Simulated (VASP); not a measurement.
Wanted: the native input for a VASP 6.6.1 run.

| Quantity | Value |
| --- | --- |
| Task | single point |
| Functional | PBEsol |
| Potentials or basis | VASP PAW PBE potentials, release 64 (Ir) |
| Cutoff | 520 eV |
| k mesh | 13 × 13 × 13 |
| Occupations | fermi-dirac, width 0.15 eV |
| Spin | no spin polarisation |
| Dipole correction | no |
| Further INCAR settings | ALGO = Normal; EDIFF = 1e-06; NBANDS = 10 |

The structure of Ir lies in POSCAR:

```
Ir
1.0
    0.0000000000      1.9164882202      1.9164882202
    1.9164882202      0.0000000000      1.9164882202
    1.9164882202      1.9164882202      0.0000000000
Ir
1
Direct
    0.0000000000      0.0000000000      0.0000000000
```

One way to write it, as run:

INCAR

```
PREC = Accurate
ENCUT = 520
EDIFF = 1E-6
ISMEAR = -1
SIGMA = 0.15
LREAL = F
LASPH = T
NELM = 100
ALGO = Normal
ISIF = 2
LWAVE = F
LCHARG = F
GGA = PS
NBANDS = 10
```

KPOINTS

```
Automatic mesh
0
Gamma
  13 13 13
```

Potentials or basis: VASP PAW PBE potentials, release 64 (Ir).

Launch:

```bash
$ cat potpaw_PBE.64/Ir/POTCAR > POTCAR
$ mpirun -np 1 vasp_std > vasp.out
```

Results of the run:

The pressure is 1.0 GPa.

Caveat: the PAW data sets were made with another functional, which shifts forces and pressure a little.

Run time: 17 s on 1 thread of Intel Xeon 8259CL, with other jobs on the host, peak memory 0.13 GiB.
